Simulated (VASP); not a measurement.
Wanted: the native input for a VASP 6.6.1 run.

- Task: single point
- Functional: HSE06
- Potentials or basis: VASP PAW PBE potentials, release 64 (C)
- Cutoff: 520 eV
- k mesh: 8 × 8 × 5
- Occupations: gaussian, width 0.01 eV
- Spin: no spin polarisation
- Dipole correction: no
- Grid for exact exchange (PRECFOCK): Normal
- Further INCAR settings: ALGO = Normal; EDIFF = 1e-06; NBANDS = 16
- Share of exact exchange: 0.25
- Screening parameter: 0.2079 1/Å

Crystal: C.

```
CELL_PARAMETERS angstrom
2.49339 0.00000 0.00000
-1.24669 2.15934 0.00000
0.00000 0.00000 4.14938
ATOMIC_POSITIONS crystal
C 0.33333 0.66667 0.06275
C 0.66667 0.33333 0.56275
C 0.66667 0.33333 0.93725
C 0.33333 0.66667 0.43725
```

These files were run (other wordings do the same):

POSCAR

```
C
1.0
    2.4933860423      0.0000000000      0.0000000000
   -1.2466930212      2.1593356541      0.0000000000
    0.0000000000      0.0000000000      4.1493803867
C
4
Direct
    0.3333333333      0.6666666667      0.0627505819
    0.6666666667      0.3333333333      0.5627505819
    0.6666666667      0.3333333333      0.9372494181
    0.3333333333      0.6666666667      0.4372494181
```

INCAR.step1

```
PREC = Accurate ; ENCUT = 520
EDIFF = 1E-5 ; ISMEAR = 0
SIGMA = 0.01 ; LREAL = F
LASPH = T ; NELM = 100
ALGO = Normal ; ISIF = 2
LWAVE = T ; LCHARG = F
GGA = PE ; NBANDS = 16
```

INCAR.step2

```
PREC = Accurate ; ENCUT = 520
EDIFF = 1E-6 ; ISMEAR = 0
SIGMA = 0.01 ; LREAL = F
LASPH = T ; NELM = 100
ALGO = Normal ; ISIF = 2
LWAVE = F ; LCHARG = F
GGA = PE ; LHFCALC = T
HFSCREEN = 0.2079 ; PRECFOCK = Normal
ISTART = 1 ; NBANDS = 16
```

KPOINTS

```
Automatic mesh
0
Gamma
  8 8 5
```

Potentials or basis: VASP PAW PBE potentials, release 64 (C).

The run is started by

```console
$ cat potpaw_PBE.64/C/POTCAR > POTCAR
$ cp INCAR.step1 INCAR
$ mpirun -np 1 vasp_std > vasp.out
$ cp INCAR.step2 INCAR
$ mpirun -np 1 vasp_std > vasp.out
```

Results of the run:

```
Pressure               : 0.9 GPa
Largest force          : 0.005 eV/Å
Band gap on the k mesh : 4.72 eV (least direct gap 6.34 eV)
```

Caveat: the PAW data sets were made with another functional, which shifts forces and pressure a little; an odd mesh through Γ misses points on the zone boundary, where band edges can lie.

Wall time 31 min on 1 thread of Intel(R) Xeon(R) Platinum 8488C (Sapphire Rapids), with other jobs on the host, peak memory 0.24 GiB.
